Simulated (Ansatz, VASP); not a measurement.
## FeSi in VASP and in Ansatz

The input INCAR:

```
PREC = Accurate
ENCUT = 600
EDIFF = 1E-7
ISMEAR = 0
SIGMA = 0.1
LREAL = F
LASPH = T
NELM = 150
ALGO = Normal
ISIF = 3
LWAVE = F
LCHARG = F
ISPIN = 2
MAGMOM = 4 4 0 0
LORBIT = 11
LMAXMIX = 4
GGA = PE
IBRION = 2
NSW = 90
EDIFFG = -0.04
```

Contents of KPOINTS:

```
regular mesh
0
Gamma
  6 6 6
```

POSCAR

```
FeSi
1.0
    0.0000000000      3.1122951000      3.1122951000
    3.1122951000      0.0000000000      3.1122951000
    3.1122951000      3.1122951000      0.0000000000
Fe Si
2 2
Direct
    0.7500000000      0.7500000000      0.7500000000
    0.5000000000      0.5000000000      0.5000000000
    0.2500000000      0.2500000000      0.2500000000
    0.0000000000      0.0000000000      0.0000000000
```

Input for Ansatz:

```yaml
crystal:
  lattice:
    - [0.0, 3.1122951, 3.1122951]
    - [3.1122951, 0.0, 3.1122951]
    - [3.1122951, 3.1122951, 0.0]
  atoms:
    - { symbol: Fe, position: [0.75, 0.75, 0.75], spin: 4.0 }
    - { symbol: Fe, position: [0.5, 0.5, 0.5], spin: 4.0 }
    - { symbol: Si, position: [0.25, 0.25, 0.25] }
    - { symbol: Si, position: [0.0, 0.0, 0.0] }
basis:
  ecutwfc: 420
kpoints:
  mp_grid: { grid: [6, 6, 6] }
hamiltonian:
  xc: pbe
scf:
  occupations: { method: gaussian, width: 0.1 }
  lower_state_search: "off"
output:
  forces: true
  stress: true
  eigenvalues: true
  populations: true
magnetization:
  spin_polarized: true
relax:
  adjacent_minimum: "off"
  f_tol: 0.04
  max_steps: 70
  cell: { stress_tol: 0.4 }
```

Alike in both runs: task relaxation of cell and atoms; functional PBE; k mesh 6 × 6 × 6; occupations gaussian, width 0.1 eV; collinear spin.

|  | VASP | Ansatz |
| --- | --- | --- |
| version | VASP 6.6.1 | Ansatz 0.2.0 |
| potentials or method | VASP PAW PBE potentials, release 64 (Fe, Si), cutoff 600 eV | scalar-relativistic, plane waves, PAW |
| valence electrons in the cell | 24 | 40 |

```csv
,VASP,Ansatz,Ansatz less VASP
"gap on the k mesh at the Fermi level, each at its own relaxed structure (eV)",none,none,-
net moment per atom (μB),0.88,0.88,0.000
size of the moment on the site where the two differ most (μB),0.01,0.04,+0.022
relaxed volume (Å³/atom),11.78,11.78,-0.004
relaxed cell length with the largest relative difference (Å),4.054,4.054,-0.0005
```

Site moments also hang on the region over which each program counts them. A gap of «none» marks a metal or a gap that the smearing closes. VASP's potentials hold 24 valence electrons a cell and Ansatz's 40, so a difference there can come from the potentials and not from the codes.

Noted on VASP's run: the volume moved by over 15 % at a fixed basis, so the end points are rough.
